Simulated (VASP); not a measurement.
# SnSe in VASP: a series of runs

The runs below take SnSe through single point, with PBEsol+D3(BJ).

Everything below comes from runs of VASP 6.6.1. Logs are shortened: lines on timing, memory, paths and dates and some standing lists are left out, and cuts for length are marked.

**1. The cell of the first run**

The typed cell holds 4 atoms: a = 4.049 Å, b = 4.049 Å, c = 6.297 Å, α = 90.00°, β = 90.00°, γ = 90.00°.

**2. Single point, PBEsol+D3(BJ)**

Input file INCAR:

```
PREC = Accurate
ENCUT = 520
EDIFF = 1E-7
ISMEAR = 0
SIGMA = 0.03
LREAL = False
LASPH = True
NELM = 80
ALGO = Normal
ISIF = 2
LWAVE = False
LCHARG = False
GGA = PS
IVDW = 12
NBANDS = 28
```

Input file KPOINTS:

```
Automatic mesh
0
Gamma
  8 8 6
```

Input file POSCAR:

```
SnSe
1.0
    4.0494591145      0.0000000000      0.0000000000
    0.0000000000      4.0494591145      0.0000000000
    0.0000000000      0.0000000000      6.2970000000
Sn Se
2 2
Direct
    0.5000000000      0.0000000000      0.2500241371
    0.0000000000      0.5000000000      0.7499758629
    0.5000000000      0.0000000000      0.7499817524
    0.0000000000      0.5000000000      0.2500182476
```

Potentials or basis: VASP PAW PBE potentials, release 64 (Sn_d, Se).

Started as:

```
cat potpaw_PBE.64/Sn_d/POTCAR potpaw_PBE.64/Se/POTCAR > POTCAR
mpirun -np 1 vasp_std > vasp.out
```

OUTCAR:

```text
PREC = Accurate
   ENCUT = 520
   EDIFF = 1E-7
   ISMEAR = 0
   LREAL = False
   LASPH = True
   NELM = 80
   ISIF = 2
   GGA = PS
   IVDW = 12
 IVDW          = 12

 ion  position               nearest neighbor table
   1  0.500  0.000  0.250-   4 2.86   4 2.86   4 2.86   4 2.86   3 3.15   3 3.15
   2  0.000  0.500  0.750-   3 2.86   3 2.86   3 2.86   3 2.86   4 3.15   4 3.15
   3  0.500  0.000  0.750-   2 2.86   2 2.86   2 2.86   2 2.86   1 3.15   1 3.15
   4  0.000  0.500  0.250-   1 2.86   1 2.86   1 2.86   1 2.86   2 3.15   2 3.15

  LATTYP: Found a simple tetragonal cell.
 ALAT       =     4.0494591145
 C/A-ratio  =     1.5550224911

  Lattice vectors:

 A1 = (   4.0494591145,   0.0000000000,   0.0000000000)
 A2 = (   0.0000000000,   4.0494591145,   0.0000000000)
 A3 = (   0.0000000000,   0.0000000000,   6.2970000000)

Analysis of symmetry for initial positions (statically):
=====================================================================
 Subroutine PRICEL returns:
 Original cell was already a primitive cell.

 Routine SETGRP: Setting up the symmetry group for a
 simple tetragonal supercell.

 Subroutine GETGRP returns: Found 16 space group operations
 (whereof  8 operations were pure point group operations)
 out of a pool of 16 trial point group operations.

The static configuration has the point symmetry D_2d.
 The point group associated with its full space group is D_4h.

Analysis of symmetry for dynamics (positions and initial velocities):
=====================================================================
 Subroutine PRICEL returns:
 Original cell was already a primitive cell.

 Routine SETGRP: Setting up the symmetry group for a
 simple tetragonal supercell.

 Subroutine GETGRP returns: Found 16 space group operations
 (whereof  8 operations were pure point group operations)
 out of a pool of 16 trial point group operations.

The dynamic configuration has the point symmetry D_2d.
 The point group associated with its full space group is D_4h.

 Subroutine INISYM returns: Found 16 space group operations
 (whereof  8 operations are pure point group operations),
 and found     1 'primitive' translations

----------------------------------------------------------------------------------------

                                     Primitive cell

  volume of cell :     103.2590

  direct lattice vectors                    reciprocal lattice vectors
     4.049459115  0.000000000  0.000000000     0.246946560  0.000000000  0.000000000
     0.000000000  4.049459115  0.000000000     0.000000000  0.246946560  0.000000000
     0.000000000  0.000000000  6.297000000     0.000000000  0.000000000  0.158805781

  length of vectors
     4.049459115  4.049459115  6.297000000     0.246946560  0.246946560  0.158805781

  position of ions in fractional coordinates (direct lattice)
     0.500000000  0.000000000  0.250024137
     0.000000000  0.500000000  0.749975863
     0.500000000  0.000000000  0.749981752
     0.000000000  0.500000000  0.250018248

  ion indices of the primitive-cell ions
   primitive index   ion index
                 1           1
                 2           2
                 3           3
                 4           4

----------------------------------------------------------------------------------------

 KPOINTS: Automatic mesh

Automatic generation of k-mesh.
 Grid dimensions read from file:
 generate k-points for:    8    8    6

 Generating k-lattice:

  Cartesian coordinates                     Fractional coordinates (reciprocal lattice)
     0.030868320  0.000000000  0.000000000     0.125000000  0.000000000  0.000000000
     0.000000000  0.030868320  0.000000000     0.000000000  0.125000000  0.000000000
     0.000000000  0.000000000  0.026467630     0.000000000  0.000000000  0.166666667

  Length of vectors
     0.030868320  0.030868320  0.026467630

  Shift w.r.t. Gamma in fractional coordinates (k-lattice)
     0.000000000  0.000000000  0.000000000

 Subroutine IBZKPT returns following result:
 ===========================================

 Found     60 irreducible k-points:

 Following reciprocal coordinates:
            Coordinates               Weight
  0.000000  0.000000  0.000000      1.000000
  0.125000  0.000000  0.000000      4.000000
  0.250000  0.000000  0.000000      4.000000
  0.375000  0.000000  0.000000      4.000000
  0.500000  0.000000  0.000000      2.000000
  0.125000  0.125000  0.000000      4.000000
[... 16 lines left out ...]
  0.375000  0.125000  0.166667     16.000000
  0.500000  0.125000  0.166667      8.000000
 [... further k-points ...]
   k-points           NKPTS =     60   k-points in BZ     NKDIM =     60   number of bands    NBANDS=     28
   number of dos      NEDOS =    301   number of ions     NIONS =      4
   total plane-waves  NPLWV =  43200
   dimension x,y,z NGX =    30 NGY =   30 NGZ =   48
   dimension x,y,z NGXF=    60 NGYF=   60 NGZF=   96
   ions per type =               2   2
   NGX,Y,Z   is equivalent  to a cutoff of  12.32, 12.32, 12.67 a.u.
   NGXF,Y,Z  is equivalent  to a cutoff of  24.63, 24.63, 25.34 a.u.
 SYSTEM =  unknown system
   PREC   = accura    normal or accurate (medium, high low for compatibility)
   ISTART =      0    job   : 0-new  1-cont  2-samecut
   ICHARG =      2    charge: 1-file 2-atom 10-const
   ISPIN  =      1    spin polarized calculation?
   LNONCOLLINEAR =      F non collinear calculations
   LSORBIT =      F    spin-orbit coupling
   LASPH  =      T    aspherical Exc in radial PAW
   ENCUT  =  520.0 eV  38.22 Ry    6.18 a.u.   7.53  7.53 11.71*2*pi/ulx,y,z
   NELM   =     80;   NELMIN=  2; NELMDL= -5     # of ELM steps
   EDIFF  = 0.1E-06   stopping-criterion for ELM
   LREAL  =      F    real-space projection
   EDIFFG = 0.1E-05   stopping-criterion for IOM
   NSW    =      0    number of steps for IOM
   IBRION =     -1    ionic relax: 0-MD 1-quasi-New 2-CG
   NFREE  =      0    steps in history (QN), initial steepest desc. (CG)
   ISIF   =      2    stress and relaxation
   ISYM   =      2    0-nonsym 1-usesym 2-fastsym
   POTIM  = 0.5000    time-step for ionic-motion
   TEBEG  =    0.0;   TEEND  =   0.0 temperature during run
   PSTRESS=    0.0 pullay stress
   NELECT =      40.0000    total number of electrons
   NUPDOWN=      -1.0000    fix difference up-down
   EMIN   =  10.00;   EMAX   =-10.00  energy-range for DOS
   EFERMI =   0.00;   METHOD = LEGACY
   ISMEAR =     0;   SIGMA  =   0.03  broadening in eV -4-tet -1-fermi 0-gaus
   EFERMI_NEDOS =   21; number of points for ismear=-14 and -15
   IALGO  =     38    algorithm
   IMIX   =      4    mixing-type and parameters
     AMIX     =   0.40;   BMIX     =  1.00
     AMIX_MAG =   1.60;   BMIX_MAG =  1.00
  volume/ion in A,a.u.               =      25.81       174.21
  Fermi-wavevector in a.u.,A,eV,Ry     =   1.193399  2.255197 19.377426  1.424201
  Thomas-Fermi vector in A             =   2.329414
   LORBIT       =      0    0 simple, 1 ext, 2 COOP (PROOUT), +10 PAW based schemes
   GGA     = PS    functional components
   LHFCALC =     F    Hartree Fock is set to
   AEXX    =    0.0000 exact exchange contribution
   IVDW    =    12    specifies the selected vdW correction
   LEPSILON=     F    determine dielectric tensor
   LRPA    =     F    only Hartree local field effects (RPA)
 non-spin polarized calculation
 Gauss-broadening in eV      SIGMA  =   0.03
  energy-cutoff  :      520.00
  volume of cell :      103.26
 maximum number of plane-waves:      2812
   NGX = 15   NGY = 15   NGZ = 23

 number of electron      40.0000018 magnetization

 Free energy of the ion-electron system (eV)
  ---------------------------------------------------
  ext. energy  EPLUGINS =         0.00000000
  ---------------------------------------------------
  free energy    TOTEN  =       -17.70355733 eV

  energy without entropy =      -17.70354798  energy(sigma->0) =      -17.70355266

 E-fermi :   6.3092     XC(G=0): -10.0138

 val. band max:        6.2467780464   @ k =   0.5000   0.1250   0.5000
 cond. band min:       6.3715439417   @ k =   0.5000   0.0000   0.3333
 fundamental gap:      0.1247658953
 Fermi energy:         6.3091599677

 k-point     1 :       0.0000    0.0000    0.0000
  band No.  band energies     occupation
      1     -15.4704      2.00000
      2     -15.4414      2.00000
      3     -15.4205      2.00000
      4     -15.4205      2.00000
      5     -15.4069      2.00000
      6     -15.4028      2.00000
[... 20 lines left out ...]
     27      12.0940      0.00000
     28      12.0952      0.00000

 k-point     2 :       0.1250    0.0000    0.0000
  band No.  band energies     occupation
      1     -15.4670      2.00000
      2     -15.4402      2.00000
      3     -15.4210      2.00000
      4     -15.4197      2.00000
      5     -15.4046      2.00000
      6     -15.4038      2.00000
[... 20 lines left out ...]
     27      11.6609      0.00000
     28      11.8823      0.00000

 k-point     3 :       0.2500    0.0000    0.0000
  band No.  band energies     occupation
      1     -15.4586      2.00000
      2     -15.4383      2.00000
      3     -15.4218      2.00000
      4     -15.4176      2.00000
      5     -15.4093      2.00000
      6     -15.4065      2.00000
[... 20 lines left out ...]
     27      11.7377      0.00000
     28      12.0150      0.00000

 k-point     4 :       0.3750    0.0000    0.0000
  band No.  band energies     occupation
      1     -15.4494      2.00000
      2     -15.4386      2.00000
      3     -15.4217      2.00000
      4     -15.4150      2.00000
      5     -15.4145      2.00000
      6     -15.4112      2.00000
[... 578 lines left out ...]
     27      11.2446      0.00000
     28      12.7060      0.00000

 k-point    23 :       0.3750    0.1250    0.1667
  band No.  band energies     occupation
      1     -15.4472      2.00000
      2     -15.4380      2.00000
      3     -15.4225      2.00000
      4     -15.4177      2.00000
      5     -15.4174      2.00000
      6     -15.4133      2.00000
[... 20 lines left out ...]
     27      11.3655      0.00000
     28      13.3040      0.00000

 k-point    24 :       0.5000    0.1250    0.1667
  band No.  band energies     occupation
      1     -15.4414      2.00000
      2     -15.4414      2.00000
      3     -15.4212      2.00000
      4     -15.4212      2.00000
      5     -15.4174      2.00000
      6     -15.4174      2.00000
[... 20 lines left out ...]
     27      12.1548      0.00000
     28      12.1548      0.00000

 [... further k-points ...]

------------------------ aborting loop because EDIFF is reached ----------------------------------------

 Edisp (eV)   -1.39444

 E8    (eV) :    -0.9369

  FORCE on cell =-STRESS in cart. coord.  units (eV):
  Direction    XX          YY          ZZ          XY          YZ          ZX
  --------------------------------------------------------------------------------------
  -------------------------------------------------------------------------------------
  Total       2.48792     2.48792    -4.69965     0.00000    -0.00000     0.00000
  in kB      38.60280    38.60280   -72.92027     0.00000    -0.00000     0.00000
  external pressure =        1.43 kB  Pullay stress =        0.00 kB

 VOLUME and BASIS-vectors are now :
 -----------------------------------------------------------------------------
  energy-cutoff  :      520.00
  volume of cell :      103.26
      direct lattice vectors                 reciprocal lattice vectors
     4.049459115  0.000000000  0.000000000     0.246946560  0.000000000  0.000000000
     0.000000000  4.049459115  0.000000000     0.000000000  0.246946560  0.000000000
     0.000000000  0.000000000  6.297000000     0.000000000  0.000000000  0.158805781

 POSITION                                       TOTAL-FORCE (eV/Angst)
 -----------------------------------------------------------------------------------
      2.02473      0.00000      1.57440        -0.000000      0.000000     -0.000047
      0.00000      2.02473      4.72260         0.000000      0.000000      0.000047
      2.02473      0.00000      4.72264         0.000000      0.000000      0.000044
      0.00000      2.02473      1.57436        -0.000000     -0.000000     -0.000044
 -----------------------------------------------------------------------------------
    total drift:                                0.000000      0.000000      0.000000

  FREE ENERGIE OF THE ION-ELECTRON SYSTEM (eV)
  ---------------------------------------------------
  free  energy   TOTEN  =       -19.0979943597 eV

  energy  without entropy=      -19.0979850156  energy(sigma->0) =      -19.09798969
```

Wall time 1.9 min (1 thread of Intel Xeon Platinum 8488C (Sapphire Rapids), shared host); peak memory 0.29 GiB.

Results:

* Free energy: -19.0980 eV
* Pressure: 0.1 GPa
* Band gap on the k mesh: zero (band 20 reaches 6.37 eV, above the bottom of band 21 at 6.25 eV)
* Dispersion energy per atom: -0.349 eV

Levels at points of the mesh, in eV from the Fermi level:
```csv
k point,band 17,band 18,band 19,band 20,band 21,band 22,band 23,band 24
"(0.00, 0.00, 0.00)",-4.03,-2.90,-2.90,-2.07,2.71,2.91,5.05,5.07
"(0.50, 0.00, 0.00)",-2.31,-2.31,-0.25,-0.25,1.01,1.01,1.50,1.50
"(0.50, 0.50, 0.00)",-4.78,-4.78,-3.70,-3.70,2.42,2.42,4.13,4.13
"(0.00, 0.00, 0.50)",-3.52,-3.52,-2.72,-2.72,1.95,1.95,3.50,3.50
"(0.50, 0.00, 0.50)",-2.23,-2.23,-0.45,-0.45,0.69,0.69,0.82,0.82
"(0.50, 0.50, 0.50)",-5.61,-5.61,-1.54,-1.54,0.97,0.97,4.54,4.54
```

Caveat: the PAW data sets were made with another functional, which shifts forces and pressure a little; spin-orbit coupling is left out, which moves the levels of the heavy elements; pairwise dispersion overbinds metals, which lowers pressure and volume.

**3. Single point, PBEsol+D3(BJ)**

This run uses another cell than the first one, of 25.92 Å³/atom, 1.004 times its volume.

Input file INCAR:

```
PREC     = Accurate       # precision mode
ENCUT    = 520            # plane-wave cutoff, eV
EDIFF    = 1E-7           # SCF threshold, eV
ISMEAR   = 0              # smearing method
SIGMA    = 0.03           # smearing width, eV
LREAL    = F              # projectors in reciprocal space
LASPH    = T              # aspherical terms in the spheres
NELM     = 60             # most SCF steps
ALGO     = Normal         # electronic algorithm
ISIF     = 2              # what is computed and relaxed
LWAVE    = F              # write WAVECAR
LCHARG   = F              # write CHGCAR
GGA      = PS             # functional
IVDW     = 12             # dispersion correction
NBANDS   = 28             # bands
```

KPOINTS is that of step 2.

Input file POSCAR:

```
SnSe
1.0
    4.3610103623      0.0000000000      0.0000000000
    0.0000000000      4.3610103623      0.0000000000
    0.0000000000      0.0000000000      5.4512000000
Sn Se
2 2
Direct
    0.5000000000      0.0000000000      0.2500241371
    0.0000000000      0.5000000000      0.7499758629
    0.5000000000      0.0000000000      0.7499817524
    0.0000000000      0.5000000000      0.2500182476
```

Potentials or basis: VASP PAW PBE potentials, release 64 (Sn_d, Se).

Started as:

```
cat potpaw_PBE.64/Sn_d/POTCAR potpaw_PBE.64/Se/POTCAR > POTCAR
mpirun -np 1 vasp_std > vasp.out
```

Run time: 96 s. Hardware: 1 thread of Intel Xeon Platinum 8488C (Sapphire Rapids), shared host; peak memory 0.29 GiB.

Results (log left out):

```
Free energy                : -18.7983 eV
Pressure                   : 1.1 GPa
Band gap on the k mesh     : zero (band 20 reaches 6.28 eV, above the bottom of band 21 at 6.25 eV)
Dispersion energy per atom : -0.347 eV
```

Stress tensor (GPa, compression positive):
```
-5.88  0.00  0.00
 0.00 -5.88  0.00
 0.00  0.00 14.93
```

Levels at points of the mesh, in eV from the Fermi level:
```tsv
k point	band 16	band 17	band 18	band 19	band 20	band 21	band 22	band 23	band 24	band 25
(0.00, 0.00, 0.00)	-4.39	-4.39	-3.53	-2.19	-2.19	2.22	3.27	3.27	5.02	5.02
(0.50, 0.00, 0.00)	-5.04	-2.79	-2.79	-1.63	-1.63	1.17	1.17	1.62	1.62	4.87
(0.50, 0.50, 0.00)	-6.02	-4.81	-4.81	-3.32	-3.32	2.72	2.72	4.03	4.03	5.51
(0.00, 0.00, 0.50)	-3.42	-3.42	-3.42	-0.86	-0.86	2.31	2.31	3.37	3.37	3.47
(0.50, 0.00, 0.50)	-2.47	-2.32	-2.32	-0.49	-0.49	0.57	0.57	0.84	0.84	1.55
(0.50, 0.50, 0.50)	-4.99	-4.99	-4.99	-0.12	-0.12	1.90	1.90	4.01	4.01	4.01
```

Caveat: the PAW data sets were made with another functional, which shifts forces and pressure a little; spin-orbit coupling is left out, which moves the levels of the heavy elements; pairwise dispersion overbinds metals, which lowers pressure and volume.
